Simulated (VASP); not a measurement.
# Si (Ia-3) in VASP: further runs

The runs below take Si through single point, relaxation of cell and atoms, with LDA.

Everything below comes from runs of VASP 6.6.1. Logs are shortened: lines on timing, memory, paths and dates and some standing lists are left out, and cuts for length are marked.

### Step 1. The cell of the first run

The structure is cubic, space group Ia-3 (No. 206). The conventional cell has a = 6.567 Å, b = 6.567 Å, c = 6.567 Å, α = 90.00°, β = 90.00°, γ = 90.00°. Si (site symmetry 3) has 4 Si at 2.33 to 2.36 Å within 3.1 Å.

### Step 2. Single point, LDA

Input file INCAR:

```
SYSTEM = Si
PREC     = Accurate       ! precision mode
ENCUT    = 520            ! plane-wave cutoff, eV
EDIFF    = 1E-6           ! SCF threshold, eV
ISMEAR   = -1             ! smearing method
SIGMA    = 0.05           ! smearing width, eV
LREAL    = .FALSE.        ! projectors in reciprocal space
LASPH    = .TRUE.         ! aspherical terms in the spheres
NELM     = 100            ! most SCF steps
ALGO     = Normal         ! electronic algorithm
ISIF     = 2              ! what is computed and relaxed
LWAVE    = .FALSE.        ! write WAVECAR
LCHARG   = .FALSE.        ! write CHGCAR
NBANDS   = 26             ! bands
```

Input file KPOINTS:

```
regular mesh
0
G
  4 4 4
  0 0 0
```

Input file POSCAR:

```
Si
1.0
   -3.2835073559      3.2835073559      3.2835073559
    3.2835073559     -3.2835073559      3.2835073559
    3.2835073559      3.2835073559     -3.2835073559
Si
8
Direct
    0.2046126197      0.2046126197      0.2046126197
    0.5000000000      0.0000000000      0.2953873803
    0.2953873803      0.5000000000      0.0000000000
    0.0000000000      0.2953873803      0.5000000000
    0.7953873803      0.7953873803      0.7953873803
    0.5000000000      0.0000000000      0.7046126197
    0.7046126197      0.5000000000      0.0000000000
    0.0000000000      0.7046126197      0.5000000000
```

Potentials or basis: VASP PAW LDA potentials, release 64 (Si).

Launch:

```bash
$ cat potpaw_LDA.64/Si/POTCAR > POTCAR
$ mpirun -np 1 vasp_std > vasp.out
```

OUTCAR:

```text
SYSTEM = Si
   PREC = Accurate
   ENCUT = 520
   EDIFF = 1E-6
   ISMEAR = -1
   LREAL = .FALSE.
   LASPH = .TRUE.
   NELM = 100
   ISIF = 2

 ion  position               nearest neighbor table
   1  0.205  0.205  0.205-   5 2.33   3 2.36   4 2.36   2 2.36
   2  0.500  0.000  0.295-   6 2.33   4 2.36   1 2.36   3 2.36
   3  0.295  0.500  0.000-   7 2.33   2 2.36   1 2.36   4 2.36
   4  0.000  0.295  0.500-   8 2.33   3 2.36   1 2.36   2 2.36
   5  0.795  0.795  0.795-   1 2.33   6 2.36   7 2.36   8 2.36
   6  0.500  0.000  0.705-   2 2.33   5 2.36   7 2.36   8 2.36
   7  0.705  0.500  0.000-   3 2.33   5 2.36   8 2.36   6 2.36
   8  0.000  0.705  0.500-   4 2.33   5 2.36   6 2.36   7 2.36

  LATTYP: Found a body centered cubic cell.
 ALAT       =     6.5670147118

  Lattice vectors:

 A1 = (  -3.2835073559,   3.2835073559,   3.2835073559)
 A2 = (   3.2835073559,  -3.2835073559,   3.2835073559)
 A3 = (   3.2835073559,   3.2835073559,  -3.2835073559)

Analysis of symmetry for initial positions (statically):
=====================================================================
 Subroutine PRICEL returns:
 Original cell was already a primitive cell.

 Routine SETGRP: Setting up the symmetry group for a
 body centered cubic supercell.

 Subroutine GETGRP returns: Found 24 space group operations
 (whereof  6 operations were pure point group operations)
 out of a pool of 48 trial point group operations.

The static configuration has the point symmetry S_6 .
 The point group associated with its full space group is T_h .

Analysis of symmetry for dynamics (positions and initial velocities):
=====================================================================
 Subroutine PRICEL returns:
 Original cell was already a primitive cell.

 Routine SETGRP: Setting up the symmetry group for a
 body centered cubic supercell.

 Subroutine GETGRP returns: Found 24 space group operations
 (whereof  6 operations were pure point group operations)
 out of a pool of 48 trial point group operations.

The dynamic configuration has the point symmetry S_6 .
 The point group associated with its full space group is T_h .

 Subroutine INISYM returns: Found 24 space group operations
 (whereof  6 operations are pure point group operations),
 and found     1 'primitive' translations

----------------------------------------------------------------------------------------

                                     Primitive cell

  volume of cell :     141.6035

  direct lattice vectors                    reciprocal lattice vectors
    -3.283507356  3.283507356  3.283507356     0.000000000  0.152276193  0.152276193
     3.283507356 -3.283507356  3.283507356     0.152276193  0.000000000  0.152276193
     3.283507356  3.283507356 -3.283507356     0.152276193  0.152276193  0.000000000

  length of vectors
     5.687201567  5.687201567  5.687201567     0.215351057  0.215351057  0.215351057

  position of ions in fractional coordinates (direct lattice)
     0.204612620  0.204612620  0.204612620
     0.500000000  0.000000000  0.295387380
     0.295387380  0.500000000  0.000000000
     0.000000000  0.295387380  0.500000000
     0.795387380  0.795387380  0.795387380
     0.500000000  0.000000000  0.704612620
     0.704612620  0.500000000  0.000000000
     0.000000000  0.704612620  0.500000000

  ion indices of the primitive-cell ions
   primitive index   ion index
                 1           1
                 2           2
                 3           3
                 4           4
                 5           5
                 6           6
                 7           7
                 8           8

----------------------------------------------------------------------------------------

 KPOINTS: regular mesh

Automatic generation of k-mesh.
 Grid dimensions read from file:
 generate k-points for:    4    4    4

 Generating k-lattice:

  Cartesian coordinates                     Fractional coordinates (reciprocal lattice)
     0.000000000  0.038069048  0.038069048     0.250000000  0.000000000  0.000000000
     0.038069048  0.000000000  0.038069048     0.000000000  0.250000000  0.000000000
     0.038069048  0.038069048  0.000000000     0.000000000  0.000000000  0.250000000

  Length of vectors
     0.053837764  0.053837764  0.053837764

  Shift w.r.t. Gamma in fractional coordinates (k-lattice)
     0.000000000  0.000000000  0.000000000

 Subroutine IBZKPT returns following result:
 ===========================================

 Found      8 irreducible k-points:

 Following reciprocal coordinates:
            Coordinates               Weight
  0.000000  0.000000  0.000000      1.000000
  0.250000  0.000000  0.000000     12.000000
  0.500000  0.000000  0.000000      6.000000
  0.250000  0.250000  0.000000     24.000000
  0.250000  0.250000  0.250000      2.000000
 -0.250000  0.250000  0.250000      6.000000
  0.500000  0.500000  0.250000     12.000000
  0.500000  0.500000  0.500000      1.000000
[... 60 lines left out ...]
  ---------------------------------------------------
  free energy    TOTEN  =       -46.69953790 eV

  energy without entropy =      -46.68982576  energy(sigma->0) =      -46.69468183

 E-fermi :   7.4892     XC(G=0): -10.2278

 val. band max:        6.9178908820   @ k =   0.5000   0.5000   0.2500
 cond. band min:       7.5777490593   @ k =   0.5000   0.5000   0.2500
 fundamental gap:      0.6598581773
 Fermi energy:         7.4891914668

 k-point     1 :       0.0000    0.0000    0.0000
  band No.  band energies     occupation
      1      -5.4914      2.00000
      2      -0.9890      2.00000
      3      -0.6105      2.00000
      4      -0.6105      2.00000
      5      -0.6105      2.00000
      6       0.8695      2.00000
[... 18 lines left out ...]
     25      12.8478      0.00000
     26      13.2411      0.00000

 k-point     2 :       0.2500    0.0000    0.0000
  band No.  band energies     occupation
      1      -5.0998      2.00000
      2      -2.1878      2.00000
      3      -1.3982      2.00000
      4      -1.2396      2.00000
      5      -0.2372      2.00000
      6       0.4049      2.00000
[... 18 lines left out ...]
     25      12.2648      0.00000
     26      12.5445      0.00000

 k-point     3 :       0.5000    0.0000    0.0000
  band No.  band energies     occupation
      1      -3.9508      2.00000
      2      -3.9508      2.00000
      3      -1.6410      2.00000
      4      -1.6410      2.00000
      5      -0.0378      2.00000
      6      -0.0378      2.00000
[... 18 lines left out ...]
     25      12.0710      0.00000
     26      12.0710      0.00000

 k-point     4 :       0.2500    0.2500    0.0000
  band No.  band energies     occupation
      1      -4.3293      2.00000
      2      -2.8878      2.00000
      3      -2.8484      2.00000
      4      -1.5670      2.00000
      5       0.2853      2.00000
      6       0.6252      2.00000
[... 18 lines left out ...]
     25      11.9702      0.00000
     26      12.2102      0.00000

 k-point     5 :       0.2500    0.2500    0.2500
  band No.  band energies     occupation
      1      -3.2049      2.00000
      2      -3.2049      2.00000
      3      -3.2049      2.00000
      4      -3.2049      2.00000
      5       2.0007      2.00000
      6       2.0007      2.00000
[... 18 lines left out ...]
     25      11.6063      0.00000
     26      11.6063      0.00000

 k-point     6 :      -0.2500    0.2500    0.2500
  band No.  band energies     occupation
      1      -4.7151      2.00000
      2      -2.2935      2.00000
      3      -2.2286      2.00000
      4      -1.0842      2.00000
      5      -1.0434      2.00000
      6       0.7387      2.00000
[... 18 lines left out ...]
     25      12.0916      0.00000
     26      12.2893      0.00000

 k-point     7 :       0.5000    0.5000    0.2500
  band No.  band energies     occupation
      1      -3.6069      2.00000
      2      -3.6047      2.00000
      3      -2.6151      2.00000
      4      -1.3635      2.00000
      5      -0.4864      2.00000
      6      -0.4511      2.00000
[... 18 lines left out ...]
     25      11.2428      0.00000
     26      11.4745      0.00000

 k-point     8 :       0.5000    0.5000    0.5000
  band No.  band energies     occupation
      1      -2.9796      2.00000
      2      -2.9796      2.00000
      3      -2.9796      2.00000
      4      -1.6273      2.00000
      5      -1.6273      2.00000
      6      -1.6273      2.00000
[... 18 lines left out ...]
     25      11.0984      0.00000
     26      11.0985      0.00000

------------------------ aborting loop because EDIFF is reached ----------------------------------------

  FORCE on cell =-STRESS in cart. coord.  units (eV):
  Direction    XX          YY          ZZ          XY          YZ          ZX
  --------------------------------------------------------------------------------------
  -------------------------------------------------------------------------------------
  Total        0.0289546      0.0289546      0.0289546     -0.0000000      0.0000000      0.0000000
  in kB        0.3276073      0.3276073      0.3276073     -0.0000000      0.0000000      0.0000000
  external PRESSURE =       0.3276073 kB  Pullay stress =       0.0000000 kB

 VOLUME and BASIS-vectors are now :
 -----------------------------------------------------------------------------
  energy-cutoff  :      520.00
  volume of cell :      141.60
      direct lattice vectors                 reciprocal lattice vectors
    -3.283507356  3.283507356  3.283507356     0.000000000  0.152276193  0.152276193
     3.283507356 -3.283507356  3.283507356     0.152276193  0.000000000  0.152276193
     3.283507356  3.283507356 -3.283507356     0.152276193  0.152276193  0.000000000

 POSITION                                       TOTAL-FORCE (eV/Angst)
 -----------------------------------------------------------------------------------
      0.67185      0.67185      0.67185         0.003674      0.003674      0.003674
     -0.67185      2.61166      0.67185        -0.003674     -0.003674      0.003674
      0.67185     -0.67185      2.61166         0.003674     -0.003674     -0.003674
      2.61166      0.67185     -0.67185        -0.003674      0.003674     -0.003674
      2.61166      2.61166      2.61166        -0.003674     -0.003674     -0.003674
      0.67185      3.95535     -0.67185         0.003674      0.003674     -0.003674
     -0.67185      0.67185      3.95535        -0.003674      0.003674      0.003674
      3.95535     -0.67185      0.67185         0.003674     -0.003674      0.003674
 -----------------------------------------------------------------------------------
    total drift:                               -0.000000      0.000000      0.000000

  FREE ENERGIE OF THE ION-ELECTRON SYSTEM (eV)
  ---------------------------------------------------
  free  energy   TOTEN  =       -46.6995379011 eV

  energy  without entropy=      -46.6898257588  energy(sigma->0) =      -46.69468183
```

Wall time 17 s (1 thread of AMD EPYC 9R45 (Zen 5), shared host); peak memory 0.16 GiB.

Results:

- Free energy: -46.6995 eV
- Pressure: 0.0 GPa
- Largest force: 0.006 eV/Å
- Band gap on the k mesh: zero (band 16 reaches 7.63 eV, above the bottom of band 17 at 7.58 eV)

Forces on the atoms (eV/Å):
```
Si   0.004  0.004  0.004
Si  -0.004 -0.004  0.004
Si   0.004 -0.004 -0.004
Si  -0.004  0.004 -0.004
Si  -0.004 -0.004 -0.004
Si   0.004  0.004 -0.004
Si  -0.004  0.004  0.004
Si   0.004 -0.004  0.004
```

### Step 3. Relaxation of cell and atoms, LDA

This run uses another cell than the first one, of 18.26 Å³/atom, 1.032 times its volume.

Input file INCAR:

```
PREC = Accurate
ENCUT = 600
EDIFF = 1E-7
ISMEAR = -1
SIGMA = 0.05
LREAL = False
LASPH = True
NELM = 60
ALGO = Normal
ISIF = 3
LWAVE = False
LCHARG = False
IBRION = 2
NSW = 80
EDIFFG = -0.01
```

Input file KPOINTS:

```
Automatic mesh
0
Gamma
  4 4 4
```

Input file POSCAR:

```
Si
1.0
   -3.3180000000      3.3180000000      3.3180000000
    3.3180000000     -3.3180000000      3.3180000000
    3.3180000000      3.3180000000     -3.3180000000
Si
8
Direct
    0.2006000000      0.2006000000      0.2006000000
    0.5000000000      0.0000000000      0.2994000000
    0.2994000000      0.5000000000      0.0000000000
    0.0000000000      0.2994000000      0.5000000000
    0.7994000000      0.7994000000      0.7994000000
    0.5000000000      0.0000000000      0.7006000000
    0.7006000000      0.5000000000      0.0000000000
    0.0000000000      0.7006000000      0.5000000000
```

Potentials or basis: VASP PAW LDA potentials, release 64 (Si).

Launch:

```bash
$ cat potpaw_LDA.64/Si/POTCAR > POTCAR
$ mpirun -np 1 vasp_std > vasp.out
```

Run time: 54 s. Hardware: 1 thread of AMD EPYC 9R45 (Zen 5), shared host; peak memory 0.21 GiB.

It converged, with:

```
Free energy                            : -46.7007 eV
Relaxed volume                         : 17.70 Å³/atom
Relaxed cell                           : a = 5.687 Å, b = 5.687 Å, c = 5.687 Å, α = 109.47°, β = 109.47°, γ = 109.47°
Space group after relaxing (to 0.05 Å) : Ia-3 (No. 206)
Energy gained by relaxing              : 6.6 meV/atom
Ionic steps                            : 4
Pressure after relaxing                : 0.0 GPa
Largest force after relaxing           : 0.007 eV/Å
Band gap on the k mesh                 : zero (band 16 reaches 7.64 eV, above the bottom of band 17 at 7.57 eV)
```

Forces in eV/Å, atoms in the order of the input:
```
Si  -0.004 -0.004 -0.004
Si   0.004  0.004 -0.004
Si  -0.004  0.004  0.004
Si   0.004 -0.004  0.004
Si   0.004  0.004  0.004
Si  -0.004 -0.004  0.004
Si   0.004 -0.004 -0.004
Si  -0.004  0.004 -0.004
```

Step by step:
| step | energy change (eV) | largest force (eV/Å) | pressure (GPa) | volume (Å³) |
| --- | --- | --- | --- | --- |
| 1 | 0.0000 | 0.2374 | -2.13 | 146.11 |
| 2 | -0.0409 | 0.2164 | 0.95 | 141.04 |
| 3 | -0.0414 | 0.2185 | 0.64 | 141.51 |
| 4 | -0.0527 | 0.0070 | 0.00 | 141.62 |

Final structure:
```cif
data_structure
_symmetry_space_group_name_H-M 'P 1'
_symmetry_Int_Tables_number 1
_cell_length_a 5.6874
_cell_length_b 5.6874
_cell_length_c 5.6874
_cell_angle_alpha 109.471
_cell_angle_beta 109.471
_cell_angle_gamma 109.471
_cell_volume 141.62
loop_
_atom_site_label
_atom_site_type_symbol
_atom_site_fract_x
_atom_site_fract_y
_atom_site_fract_z
_atom_site_occupancy
Si1 Si 0.20476 0.20476 0.20476 1
Si2 Si 0.50000 0.00000 0.29524 1
Si3 Si 0.29524 0.50000 0.00000 1
Si4 Si 0.00000 0.29524 0.50000 1
Si5 Si 0.79524 0.79524 0.79524 1
Si6 Si 0.50000 0.00000 0.70476 1
Si7 Si 0.70476 0.50000 0.00000 1
Si8 Si 0.00000 0.70476 0.50000 1
```

Levels at points of the mesh, in eV from the Fermi level:
```csv
k point,band 12,band 13,band 14,band 15,band 16,band 17,band 18,band 19,band 20,band 21
"(0.00, 0.00, 0.00)",-4.32,-4.32,-1.57,-1.57,-0.91,1.62,1.62,1.62,3.68,3.68
"(0.50, 0.00, 0.00)",-2.77,-2.24,-2.24,-1.42,-1.42,0.25,0.25,1.94,1.94,2.05
"(0.50, 0.50, 0.50)",-2.75,-2.75,-0.76,0.15,0.15,0.15,2.80,2.80,2.80,2.88
```

LDA usually gives volumes a few per cent too small. Zero-point motion and thermal expansion aren't in these numbers.

### Step 4. Single point, LDA

Input file INCAR:

```
  ALGO = Normal
  EDIFF = 1E-7
  ENCUT = 520
  ISIF = 2
  ISMEAR = -1
  LASPH = T
  LCHARG = F
  LREAL = F
  LWAVE = F
  NBANDS = 26
  NELM = 80
  PREC = Accurate
  SIGMA = 0.05
```

Input file KPOINTS:

```
k-points
0
Gamma
  7 7 7
```

Input file POSCAR:

```
Si
1.0
   -3.2835073559      3.2835073559      3.2835073559
    3.2835073559     -3.2835073559      3.2835073559
    3.2835073559      3.2835073559     -3.2835073559
Si
8
Direct
    0.2046126197      0.2046126197      0.2046126197
    0.5000000000      0.0000000000      0.2953873803
    0.2953873803      0.5000000000      0.0000000000
    0.0000000000      0.2953873803      0.5000000000
    0.7953873803      0.7953873803      0.7953873803
    0.5000000000      0.0000000000      0.7046126197
    0.7046126197      0.5000000000      0.0000000000
    0.0000000000      0.7046126197      0.5000000000
```

Launch:

```bash
$ cat potpaw_LDA.64/Si/POTCAR > POTCAR
$ mpirun -np 1 vasp_std > vasp.out
```

Wall time 48 s (1 thread of AMD EPYC 9R45 (Zen 5), shared host); peak memory 0.19 GiB.

The run converged. Its results:

```yaml
Free_energy: -46.7073 eV
Pressure: 0.0 GPa
Largest_force: 0.006 eV/Å
Band_gap_on_the_k_mesh: zero (band 16 reaches 7.46 eV, above the bottom of band 17 at 7.40 eV)
```

Forces in eV/Å, atoms in the order of the input:
```
Si  -0.004 -0.004 -0.004
Si   0.004  0.004 -0.004
Si  -0.004  0.004  0.004
Si   0.004 -0.004  0.004
Si   0.004  0.004  0.004
Si  -0.004 -0.004  0.004
Si   0.004 -0.004 -0.004
Si  -0.004  0.004 -0.004
```

Levels at points of the mesh, in eV from the Fermi level:
| k point | band 14 | band 15 | band 16 | band 17 | band 18 | band 19 |
| --- | --- | --- | --- | --- | --- | --- |
| (0.00, 0.00, 0.00) | -1.45 | -1.45 | -0.80 | 1.73 | 1.73 | 1.73 |

### Step 5. The runs side by side

```csv
task,cell,k mesh,cutoff (eV),gap on the mesh (eV),pressure (GPa),largest force (eV/Å)
single point,"a = 5.687 Å, angles 109.5°, 8 atoms",4 × 4 × 4,520,none,0.0,0.01
relaxation of cell and atoms,"relaxed from a = 5.747 Å, angles 109.5°, 8 atoms",4 × 4 × 4,600,none,0.0,0.01
single point,"a = 5.687 Å, angles 109.5°, 8 atoms",7 × 7 × 7,520,none,0.0,0.01
```

Alike in all rows: level LDA; potentials or basis VASP PAW LDA potentials, release 64 (Si); no spin polarisation; smearing fermi-dirac 0.05 eV.

Absolute energies hang on the potentials; compare differences alone.
